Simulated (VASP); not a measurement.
# Al3GaN4 (P-43m) in VASP: notebook, part 2 of 2

VASP 6.6.1. Earlier steps stand in the parts before.

## Step 4: Single point, PBEsol

This run uses another cell than the first one, of 10.70 Å³/atom.

Contents of INCAR:

```
SYSTEM = Al3GaN4
ALGO = Normal
EDIFF = 1E-6
ENCUT = 520
GGA = PS
ISIF = 2
ISMEAR = 0
LASPH = .True.
LCHARG = .False.
LREAL = .False.
LWAVE = .False.
NBANDS = 31
NELM = 100
PREC = Accurate
SIGMA = 0.02
```

Contents of KPOINTS:

```
k-points
0
Gamma
  6 6 6
  0 0 0
```

Contents of POSCAR:

```
Al3GaN4
1.0
    4.4069948406      0.0000000000      0.0000000000
    0.0000000000      4.4069948406      0.0000000000
    0.0000000000      0.0000000000      4.4069948406
Al Ga N
3 1 4
Direct
    0.5000000000      0.5000000000      0.0000000000
    0.5000000000      0.0000000000      0.5000000000
    0.0000000000      0.5000000000      0.5000000000
    0.0000000000      0.0000000000      0.0000000000
    0.7447077166      0.7447077166      0.2552922834
    0.7447077166      0.2552922834      0.7447077166
    0.2552922834      0.7447077166      0.7447077166
    0.2552922834      0.2552922834      0.2552922834
```

Potentials or basis: VASP PAW PBE potentials, release 64 (Al, Ga_d, N).

Run with:

```sh
$ cat potpaw_PBE.64/Al/POTCAR potpaw_PBE.64/Ga_d/POTCAR potpaw_PBE.64/N/POTCAR > POTCAR
$ mpirun -np 1 vasp_std > vasp.out
```

OUTCAR:

```text
SYSTEM = Al3GaN4
   EDIFF = 1E-6
   ENCUT = 520
   GGA = PS
   ISIF = 2
   ISMEAR = 0
   LASPH = .True.
   LREAL = .False.
   NELM = 100
   PREC = Accurate

 ion  position               nearest neighbor table
   1  0.500  0.500  0.000-   5 1.90   6 1.90   7 1.90   8 1.90   3 3.12   4 3.12   2 3.12   2 3.12
                             3 3.12   2 3.12   4 3.12   2 3.12   3 3.12   4 3.12   3 3.12   4 3.12
   2  0.500  0.000  0.500-   5 1.90   6 1.90   7 1.90   8 1.90   3 3.12   4 3.12   1 3.12   1 3.12
                             4 3.12   1 3.12   3 3.12   1 3.12   3 3.12   4 3.12   4 3.12   3 3.12
   3  0.000  0.500  0.500-   5 1.90   6 1.90   7 1.90   8 1.90   2 3.12   4 3.12   1 3.12   1 3.12
                             4 3.12   2 3.12   4 3.12   4 3.12   1 3.12   2 3.12   1 3.12   2 3.12
   4  0.000  0.000  0.000-   5 1.95   6 1.95   7 1.95   8 1.95   2 3.12   3 3.12   1 3.12   2 3.12
                             3 3.12   1 3.12   3 3.12   3 3.12   1 3.12   2 3.12   2 3.12   1 3.12
   5  0.745  0.745  0.255-   1 1.90   2 1.90   3 1.90   4 1.95
   6  0.745  0.255  0.745-   1 1.90   2 1.90   3 1.90   4 1.95
   7  0.255  0.745  0.745-   1 1.90   2 1.90   3 1.90   4 1.95
   8  0.255  0.255  0.255-   1 1.90   2 1.90   3 1.90   4 1.95

  LATTYP: Found a simple cubic cell.
 ALAT       =     4.4069948406

  Lattice vectors:

 A1 = (   4.4069948406,   0.0000000000,   0.0000000000)
 A2 = (   0.0000000000,   4.4069948406,   0.0000000000)
 A3 = (   0.0000000000,   0.0000000000,   4.4069948406)

Analysis of symmetry for initial positions (statically):
=====================================================================
 Subroutine PRICEL returns:
 Original cell was already a primitive cell.

 Routine SETGRP: Setting up the symmetry group for a
 simple cubic supercell.

 Subroutine GETGRP returns: Found 24 space group operations
 (whereof 24 operations were pure point group operations)
 out of a pool of 48 trial point group operations.

The static configuration has the point symmetry T_d .

Analysis of symmetry for dynamics (positions and initial velocities):
[... 146 lines left out ...]
   IVDW    =     0    specifies the selected vdW correction
   LEPSILON=     F    determine dielectric tensor
   LRPA    =     F    only Hartree local field effects (RPA)
 non-spin polarized calculation
 Gauss-broadening in eV      SIGMA  =   0.02
  energy-cutoff  :      520.00
  volume of cell :       85.59
 maximum number of plane-waves:      2325
 NGX is ok and might be reduce to    36
   NGX = 17   NGY = 17   NGZ = 17

 number of electron      41.9999989 magnetization

 Free energy of the ion-electron system (eV)
  ---------------------------------------------------
  ext. energy  EPLUGINS =         0.00000000
  ---------------------------------------------------
  free energy    TOTEN  =       -59.95109958 eV

  energy without entropy =      -59.95109958  energy(sigma->0) =      -59.95109958

 E-fermi :   5.7482     XC(G=0): -11.3282

 val. band max:        5.6178766476   @ k =   0.0000   0.0000   0.0000
 cond. band min:       8.9338053897   @ k =   0.0000   0.0000   0.0000
 fundamental gap:      3.3159287421
 Fermi energy:         5.7481752107

 k-point     1 :       0.0000    0.0000    0.0000
  band No.  band energies     occupation
      1      -9.5379      2.00000
      2      -7.7793      2.00000
      3      -7.7793      2.00000
      4      -7.7793      2.00000
      5      -6.9918      2.00000
      6      -6.9918      2.00000
[... 669 lines left out ...]
     30      16.2671      0.00000
     31      16.3344      0.00000

------------------------ aborting loop because EDIFF is reached ----------------------------------------

  FORCE on cell =-STRESS in cart. coord.  units (eV):
  Direction    XX          YY          ZZ          XY          YZ          ZX
  --------------------------------------------------------------------------------------
  -------------------------------------------------------------------------------------
  Total       -0.0278949     -0.0278949     -0.0278949      0.0000000      0.0000000      0.0000000
  in kB       -0.5221649     -0.5221649     -0.5221649      0.0000000      0.0000000      0.0000000
  external PRESSURE =      -0.5221649 kB  Pullay stress =       0.0000000 kB

 VOLUME and BASIS-vectors are now :
 -----------------------------------------------------------------------------
  energy-cutoff  :      520.00
  volume of cell :       85.59
      direct lattice vectors                 reciprocal lattice vectors
     4.406994841  0.000000000  0.000000000     0.226911997  0.000000000  0.000000000
     0.000000000  4.406994841  0.000000000     0.000000000  0.226911997  0.000000000
     0.000000000  0.000000000  4.406994841     0.000000000  0.000000000  0.226911997

 POSITION                                       TOTAL-FORCE (eV/Angst)
 -----------------------------------------------------------------------------------
      2.20350      2.20350      0.00000        -0.000000      0.000000      0.000000
      2.20350      0.00000      2.20350        -0.000000      0.000000      0.000000
      0.00000      2.20350      2.20350        -0.000000      0.000000      0.000000
      0.00000      0.00000      0.00000        -0.000000     -0.000000     -0.000000
      3.28192      3.28192      1.12507         0.004684      0.004684     -0.004684
      3.28192      1.12507      3.28192         0.004684     -0.004684      0.004684
      1.12507      3.28192      3.28192        -0.004684      0.004684      0.004684
      1.12507      1.12507      1.12507        -0.004684     -0.004684     -0.004684
 -----------------------------------------------------------------------------------
    total drift:                                0.000000      0.000000      0.000000

  FREE ENERGIE OF THE ION-ELECTRON SYSTEM (eV)
  ---------------------------------------------------
  free  energy   TOTEN  =       -59.9510995811 eV

  energy  without entropy=      -59.9510995811  energy(sigma->0) =      -59.95109958
```

Wall time 85 s (1 thread of Intel Xeon 8259CL, shared host); peak memory 0.22 GiB.

Results:

| Quantity | Value |
| --- | --- |
| Free energy | -59.9511 eV |
| Pressure | -0.1 GPa |
| Largest force | 0.008 eV/Å |
| Band gap on the k mesh | 3.32 eV |

Forces in eV/Å, atoms in the order of the input:
```
Al   0.000  0.000  0.000
Al   0.000  0.000  0.000
Al   0.000  0.000  0.000
Ga   0.000  0.000  0.000
N    0.005  0.005 -0.005
N    0.005 -0.005  0.005
N   -0.005  0.005  0.005
N   -0.005 -0.005 -0.005
```

Levels at points of the mesh, in eV from the valence-band top:
| k point | band 18 | band 19 | band 20 | band 21 | band 22 | band 23 | band 24 | band 25 |
| --- | --- | --- | --- | --- | --- | --- | --- | --- |
| (0.00, 0.00, 0.00) | -1.98 | 0.00 | 0.00 | 0.00 | 3.32 | 3.32 | 3.32 | 3.44 |
| (0.50, 0.00, 0.00) | -1.21 | -1.21 | -0.94 | -0.94 | 5.52 | 5.58 | 6.05 | 6.05 |
| (0.50, 0.50, 0.00) | -0.83 | -0.55 | -0.54 | -0.54 | 7.29 | 7.47 | 7.47 | 7.73 |
| (0.50, 0.50, 0.50) | -0.59 | -0.38 | -0.38 | -0.38 | 5.46 | 6.92 | 6.92 | 6.92 |

Caveat: the PAW data sets were made with another functional, which shifts forces and pressure a little.

## Step 5: Single point, PBEsol

This run uses another cell than the first one, of 10.81 Å³/atom.

Contents of INCAR:

```
SYSTEM = Al3GaN4
PREC = Accurate
ENCUT = 520
EDIFF = 1E-7
ISMEAR = 0
SIGMA = 0.02
LREAL = .False.
LASPH = .True.
NELM = 60
ALGO = Normal
ISIF = 2
LWAVE = .False.
LCHARG = .False.
GGA = PS
NBANDS = 31
```

Contents of KPOINTS:

```
Automatic mesh
0
Gamma
  6 6 6
  0 0 0
```

Contents of POSCAR:

```
Al3GaN4
1.0
    4.4227120682      0.0000000000      0.0000000000
    0.0000000000      4.4227120682      0.0000000000
    0.0000000000      0.0000000000      4.4227120682
Al Ga N
3 1 4
Direct
    0.5000000000      0.5000000000      0.0000000000
    0.5000000000      0.0000000000      0.5000000000
    0.0000000000      0.5000000000      0.5000000000
    0.0000000000      0.0000000000      0.0000000000
    0.7447289107      0.7447289107      0.2552710893
    0.7447289107      0.2552710893      0.7447289107
    0.2552710893      0.7447289107      0.7447289107
    0.2552710893      0.2552710893      0.2552710893
```

Run with:

```sh
$ cat potpaw_PBE.64/Al/POTCAR potpaw_PBE.64/Ga_d/POTCAR potpaw_PBE.64/N/POTCAR > POTCAR
$ mpirun -np 1 vasp_std > vasp.out
```

Run time: 1.7 min. Hardware: 1 thread of Intel Xeon 8259CL, shared host; peak memory 0.23 GiB.

Results (log left out):

* Free energy: -59.9454 eV
* Pressure: -2.1 GPa
* Largest force: 0.005 eV/Å
* Band gap on the k mesh: 3.31 eV

Forces in eV/Å, atoms in the order of the input:
```
Al   0.000  0.000  0.000
Al   0.000  0.000  0.000
Al   0.000  0.000  0.000
Ga   0.000  0.000  0.000
N    0.003  0.003 -0.003
N    0.003 -0.003  0.003
N   -0.003  0.003  0.003
N   -0.003 -0.003 -0.003
```

Levels at points of the mesh, in eV from the valence-band top:
```tsv
k point	band 18	band 19	band 20	band 21	band 22	band 23	band 24	band 25
(0.00, 0.00, 0.00)	-1.96	0.00	0.00	0.00	3.31	3.31	3.31	3.35
(0.50, 0.00, 0.00)	-1.20	-1.20	-0.94	-0.94	5.47	5.53	6.02	6.02
(0.50, 0.50, 0.00)	-0.83	-0.55	-0.53	-0.53	7.20	7.43	7.43	7.69
(0.50, 0.50, 0.50)	-0.59	-0.38	-0.38	-0.38	5.37	6.83	6.83	6.83
```

Caveat: the PAW data sets were made with another functional, which shifts forces and pressure a little.

## Step 6: Single point, PBEsol

This run uses another cell than the first one, of 10.81 Å³/atom.

Contents of INCAR:

```
PREC     = Accurate       # precision mode
ENCUT    = 520            # plane-wave cutoff, eV
EDIFF    = 1E-7           # SCF threshold, eV
ISMEAR   = 0              # smearing method
SIGMA    = 0.02           # smearing width, eV
LREAL    = F              # projectors in reciprocal space
LASPH    = T              # aspherical terms in the spheres
NELM     = 80             # most SCF steps
ALGO     = Normal         # electronic algorithm
ISIF     = 2              # what is computed and relaxed
LWAVE    = F              # write WAVECAR
LCHARG   = F              # write CHGCAR
GGA      = PS             # functional
NBANDS   = 31             # bands
```

Contents of KPOINTS:

```
Automatic mesh
0
Gamma
  6 6 6
```

POSCAR is that of step 5.

Potentials or basis: VASP PAW PBE potentials, release 64 (Al, Ga_d, N).

Run with:

```sh
$ cat potpaw_PBE.64/Al/POTCAR potpaw_PBE.64/Ga_d/POTCAR potpaw_PBE.64/N/POTCAR > POTCAR
$ mpirun -np 1 vasp_std > vasp.out
```

OUTCAR:

```text
PREC = Accurate
   ENCUT = 520
   EDIFF = 1E-7
   ISMEAR = 0
   LREAL = F
   LASPH = T
   NELM = 80
   ISIF = 2
   GGA = PS

 ion  position               nearest neighbor table
   1  0.500  0.500  0.000-   5 1.90   6 1.90   7 1.90   8 1.90   3 3.13   4 3.13   2 3.13   2 3.13
                             3 3.13   2 3.13   4 3.13   2 3.13   3 3.13   4 3.13   3 3.13   4 3.13
   2  0.500  0.000  0.500-   5 1.90   6 1.90   7 1.90   8 1.90   3 3.13   4 3.13   1 3.13   1 3.13
                             4 3.13   1 3.13   3 3.13   1 3.13   3 3.13   4 3.13   4 3.13   3 3.13
   3  0.000  0.500  0.500-   5 1.90   6 1.90   7 1.90   8 1.90   2 3.13   4 3.13   1 3.13   1 3.13
                             4 3.13   2 3.13   4 3.13   4 3.13   1 3.13   2 3.13   1 3.13   2 3.13
   4  0.000  0.000  0.000-   5 1.96   6 1.96   7 1.96   8 1.96   2 3.13   3 3.13   1 3.13   2 3.13
[... 894 lines left out ...]
 VOLUME and BASIS-vectors are now :
 -----------------------------------------------------------------------------
  energy-cutoff  :      520.00
  volume of cell :       86.51
      direct lattice vectors                 reciprocal lattice vectors
     4.422712068  0.000000000  0.000000000     0.226105608  0.000000000  0.000000000
     0.000000000  4.422712068  0.000000000     0.000000000  0.226105608  0.000000000
     0.000000000  0.000000000  4.422712068     0.000000000  0.000000000  0.226105608

 POSITION                                       TOTAL-FORCE (eV/Angst)
 -----------------------------------------------------------------------------------
      2.21136      2.21136      0.00000        -0.000000      0.000000     -0.000000
      2.21136      0.00000      2.21136        -0.000000     -0.000000     -0.000000
      0.00000      2.21136      2.21136        -0.000000      0.000000     -0.000000
      0.00000      0.00000      0.00000        -0.000000     -0.000000     -0.000000
      3.29372      3.29372      1.12899         0.002626      0.002626     -0.002626
      3.29372      1.12899      3.29372         0.002626     -0.002626      0.002626
      1.12899      3.29372      3.29372        -0.002626      0.002626      0.002626
      1.12899      1.12899      1.12899        -0.002626     -0.002626     -0.002626
 -----------------------------------------------------------------------------------
    total drift:                                0.000000      0.000000      0.000000

  FREE ENERGIE OF THE ION-ELECTRON SYSTEM (eV)
  ---------------------------------------------------
  free  energy   TOTEN  =       -59.9454059238 eV

  energy  without entropy=      -59.9454059238  energy(sigma->0) =      -59.94540592
```

stdout:

```text
POSCAR found type information on POSCAR AlGaN
 POSCAR found :  3 types and       8 ions
 scaLAPACK will be used
 -----------------------------------------------------------------------------
|                                                                             |
|                                                                             |
|     You enforced a specific xc type in the INCAR file but a different       |
|     I HOPE YOU KNOW WHAT YOU ARE DOING!                                     |
|                                                                             |
 -----------------------------------------------------------------------------

 LDA part: xc-table for (Slater+PW92), standard interpolation
 POSCAR, INCAR and KPOINTS ok, starting setup
 FFT: planning ... GRIDC
 FFT: planning ... GRID_SOFT
 FFT: planning ... GRID
 WAVECAR not read
 entering main loop
```

It took 93 s on 1 thread of Intel Xeon 8259CL, shared host; peak memory 0.23 GiB.

Results:

```
Free energy            : -59.9454 eV
Pressure               : -2.1 GPa
Largest force          : 0.005 eV/Å
Band gap on the k mesh : 3.31 eV
```

Forces on the atoms (eV/Å):
```
Al   0.000  0.000  0.000
Al   0.000  0.000  0.000
Al   0.000  0.000  0.000
Ga   0.000  0.000  0.000
N    0.003  0.003 -0.003
N    0.003 -0.003  0.003
N   -0.003  0.003  0.003
N   -0.003 -0.003 -0.003
```

Levels at points of the mesh, in eV from the valence-band top:
```
           k point  band 17  band 18  band 19  band 20  band 21  band 22  band 23  band 24  band 25  band 26
(0.00, 0.00, 0.00)    -1.96    -1.96     0.00     0.00     0.00     3.31     3.31     3.31     3.35     6.85
(0.50, 0.00, 0.00)    -2.64    -1.20    -1.20    -0.94    -0.94     5.47     5.53     6.02     6.02     8.35
(0.50, 0.50, 0.00)    -2.55    -0.83    -0.55    -0.53    -0.53     7.20     7.43     7.43     7.69     7.88
(0.50, 0.50, 0.50)    -0.59    -0.59    -0.38    -0.38    -0.38     5.37     6.83     6.83     6.83     9.30
```

Caveat: the PAW data sets were made with another functional, which shifts forces and pressure a little. A k mesh can miss the band edges.

## Step 7: Overview

| cell | gap on the mesh (eV) | pressure (GPa) | largest force (eV/Å) |
| --- | --- | --- | --- |
| a = 4.392 Å, 8 atoms | 3.32 | 2.0 | 0.01 |
| a = 4.407 Å, 8 atoms | 3.32 | -0.1 | 0.01 |
| a = 4.423 Å, 8 atoms | 3.31 | -2.1 | - |

Alike in all rows: task single point; level PBEsol; potentials or basis VASP PAW PBE potentials, release 64 (Al, Ga_d, N); no spin polarisation; k mesh 6 × 6 × 6; cutoff (eV) 520; smearing gaussian 0.02 eV.

Caveats: the PAW data sets were made with another functional, which shifts forces and pressure a little.

Total energies depend on the potentials used, so only differences within one code and one set of settings carry meaning.
